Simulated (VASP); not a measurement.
# LiSi4 (Cmmm) in VASP: further runs, part 2 of 2

VASP 6.6.1. Earlier steps stand in the parts before.

## Step 5: Single point, PBE

This run uses another cell than the first one, of 18.60 Å³/atom, 1.320 times its volume.

The input, INCAR:

```
SYSTEM = LiSi4
ALGO = Normal
EDIFF = 1E-7
ENCUT = 520
GGA = PE
ISIF = 2
ISMEAR = 0
LASPH = .True.
LCHARG = .True.
LELF = .True.
LREAL = .False.
LVHAR = .True.
LWAVE = .False.
NBANDS = 18
NELM = 100
PREC = Accurate
SIGMA = 0.1
```

The input, KPOINTS:

```
k-points
0
Gamma
  10 10 10
  0 0 0
```

The input, POSCAR:

```
LiSi4
1.0
    1.9120782641     -6.3880369502      0.0000000000
    1.9120782641      6.3880369502      0.0000000000
    0.0000000000      0.0000000000      3.8070327694
Li Si
1 4
Direct
    0.5000000000      0.5000000000      0.0000000000
    0.0892560611      0.9107439389      0.5000000000
    0.9107439389      0.0892560611      0.5000000000
    0.1937102215      0.8062897785      0.0000000000
    0.8062897785      0.1937102215      0.0000000000
```

Command:

```bash
> cat potpaw_PBE.64/Li_sv/POTCAR potpaw_PBE.64/Si/POTCAR > POTCAR
> mpirun -np 1 vasp_std > vasp.out
```

It took 4.6 min on 1 thread of Intel Xeon Platinum 8559C (Emerald Rapids), shared host; peak memory 0.4 GiB.

It converged, with:

```
Free energy   : -23.0173 eV
Largest force : 0.006 eV/Å
```

Forces in eV/Å, atoms in the order of the input:
```
Li   0.000  0.000  0.000
Si   0.000 -0.001  0.000
Si   0.000  0.001  0.000
Si   0.000  0.006  0.000
Si   0.000 -0.006  0.000
```

Levels at points of the mesh, in eV from the Fermi level:
```
           k point  band 7  band 8  band 9  band 10  band 11  band 12
(0.00, 0.00, 0.00)   -1.88   -1.34   -1.17     0.10     0.20     1.27
(0.50, 0.00, 0.00)   -3.26   -2.35   -1.71    -0.44     1.16     1.88
(0.50, 0.50, 0.00)   -2.81   -2.42    0.43     0.47     0.64     0.72
(0.00, 0.00, 0.50)   -4.63   -1.74    0.31     1.71     1.90     2.27
(0.50, 0.00, 0.50)   -4.09   -3.90   -3.46    -0.86    -0.05     0.71
(0.50, 0.50, 0.50)   -3.02   -1.80   -0.39    -0.17     0.07     2.05
```

Caveat: the cutoff is under 1.25 times the usual one of these potentials, so pressure, stress and relaxed cells hold a basis-set (Pulay) error.

## Step 6: Relaxation of cell and atoms, PBE

This run uses another cell than the first one, of 18.51 Å³/atom, 1.314 times its volume.

The input, INCAR:

```
SYSTEM = LiSi4
ALGO     = Normal         ! electronic algorithm
EDIFF    = 1E-6           ! SCF threshold, eV
EDIFFG   = -0.01          ! ionic threshold
ENCUT    = 600            ! plane-wave cutoff, eV
GGA      = PE             ! functional
IBRION   = 2              ! ionic algorithm
ISIF     = 3              ! what is computed and relaxed
ISMEAR   = 0              ! smearing method
LASPH    = .True.         ! aspherical terms in the spheres
LCHARG   = .False.        ! write CHGCAR
LREAL    = .False.        ! projectors in reciprocal space
LWAVE    = .False.        ! write WAVECAR
NELM     = 100            ! most SCF steps
NSW      = 100            ! ionic steps
PREC     = Accurate       ! precision mode
SIGMA    = 0.1            ! smearing width, eV
```

KPOINTS is that of step 5.

The input, POSCAR:

```
LiSi4
1.0
    1.8999653790     -6.3759735518      0.0000000000
    1.8999653790      6.3759735518      0.0000000000
    0.0000000000      0.0000000000      3.8192165132
Li Si
1 4
Direct
    0.5000000000      0.5000000000      0.0000000000
    0.0895395403      0.9104604597      0.5000000000
    0.9104604597      0.0895395403      0.5000000000
    0.1935071885      0.8064928115      0.0000000000
    0.8064928115      0.1935071885      0.0000000000
```

Potentials or basis: VASP PAW PBE potentials, release 64 (Li_sv, Si).

Command:

```bash
> cat potpaw_PBE.64/Li_sv/POTCAR potpaw_PBE.64/Si/POTCAR > POTCAR
> mpirun -np 1 vasp_std > vasp.out
```

It took 15 min on 1 thread of Intel Xeon Platinum 8559C (Emerald Rapids), shared host; peak memory 0.45 GiB.

It converged, with:

```yaml
Free_energy: -23.0170 eV
Relaxed_volume: 18.57 Å³/atom
Relaxed_cell: a = 6.666 Å, b = 6.666 Å, c = 3.806 Å, α = 90.00°, β = 90.00°, γ = 146.68°
Space_group_after_relaxing_to_0.05_Å: Cmmm (No. 65)
Energy_gained_by_relaxing: 0.3 meV/atom
Ionic_steps: 7
Pressure_after_relaxing: 0.0 GPa
Largest_force_after_relaxing: 0.004 eV/Å
```

Forces on the atoms (eV/Å):
```
Li   0.000  0.000  0.000
Si   0.000 -0.003  0.000
Si   0.000  0.003  0.000
Si   0.000 -0.004  0.000
Si   0.000  0.004  0.000
```

Step by step:
| step | energy change (eV) | largest force (eV/Å) | pressure (GPa) | volume (Å³) |
| --- | --- | --- | --- | --- |
| 1 | 0.0000 | 0.0454 | 0.08 | 92.53 |
| 2 | -0.0013 | 0.0277 | 0.10 | 92.65 |
| 3 | -0.0014 | 0.0398 | 0.11 | 92.69 |
| 4 | -0.0014 | 0.0431 | 0.12 | 92.70 |
| 5 | -0.0015 | 0.0233 | -0.06 | 92.93 |
| 6 | -0.0015 | 0.0130 | -0.01 | 92.88 |
| 7 | -0.0016 | 0.0039 | 0.00 | 92.87 |

Final structure:
```
CELL_PARAMETERS angstrom
1.91072 -6.38592 0.00000
1.91072 6.38592 0.00000
0.00000 0.00000 3.80572
ATOMIC_POSITIONS crystal
Li 0.50000 0.50000 0.00000
Si 0.08924 0.91076 0.50000
Si 0.91076 0.08924 0.50000
Si 0.19365 0.80635 0.00000
Si 0.80635 0.19365 0.00000
```

Levels at points of the mesh, in eV from the Fermi level:
```tsv
k point	band 7	band 8	band 9	band 10	band 11	band 12
(0.00, 0.00, 0.00)	-1.88	-1.35	-1.17	0.11	0.19	1.27
(0.50, 0.00, 0.00)	-3.26	-2.35	-1.71	-0.44	1.16	1.89
(0.50, 0.50, 0.00)	-2.81	-2.42	0.43	0.47	0.64	0.73
(0.00, 0.00, 0.50)	-4.64	-1.73	0.31	1.72	1.90	2.27
(0.50, 0.00, 0.50)	-4.09	-3.90	-3.47	-0.86	-0.05	0.72
(0.50, 0.50, 0.50)	-3.02	-1.79	-0.38	-0.17	0.08	2.06
```

Caveat: the cutoff is under 1.25 times the usual one of these potentials, so pressure, stress and relaxed cells hold a basis-set (Pulay) error.

## Step 7: Summary

| task | cell | k mesh | cutoff (eV) | gap on the mesh (eV) | pressure (GPa) | relaxed volume (Å³/atom) | largest force (eV/Å) |
| --- | --- | --- | --- | --- | --- | --- | --- |
| single point | a = 5.924, b = 5.924, c = 3.596 Å, angles 90.0, 90.0, 146.1°, 5 atoms | 6 × 6 × 6 | 520 | none | - | - | 0.83 |
| single point | a = 6.653, b = 6.653, c = 3.819 Å, angles 90.0, 90.0, 146.8°, 5 atoms | 6 × 6 × 6 | 520 | none | - | - | 0.01 |
| relaxation of cell and atoms | relaxed from a = 5.924, b = 5.924, c = 3.596 Å, angles 90.0, 90.0, 146.1°, 5 atoms | 6 × 6 × 6 | 600 | none | -0.2 | 18.59 | 0.02 |
| single point | a = 6.668, b = 6.668, c = 3.807 Å, angles 90.0, 90.0, 146.7°, 5 atoms | 10 × 10 × 10 | 520 | none | - | - | 0.01 |
| relaxation of cell and atoms | relaxed from a = 6.653, b = 6.653, c = 3.819 Å, angles 90.0, 90.0, 146.8°, 5 atoms | 10 × 10 × 10 | 600 | none | 0.0 | 18.57 | - |

Alike in all rows: level PBE; potentials or basis VASP PAW PBE potentials, release 64 (Li_sv, Si); no spin polarisation; smearing gaussian 0.1 eV.

Caveats: the cutoff is under 1.25 times the usual one of these potentials, so pressure, stress and relaxed cells hold a basis-set (Pulay) error; the volume moved by over 15 % at a fixed basis, so the end points are rough (some runs).

Absolute energies hang on the potentials; compare differences alone.
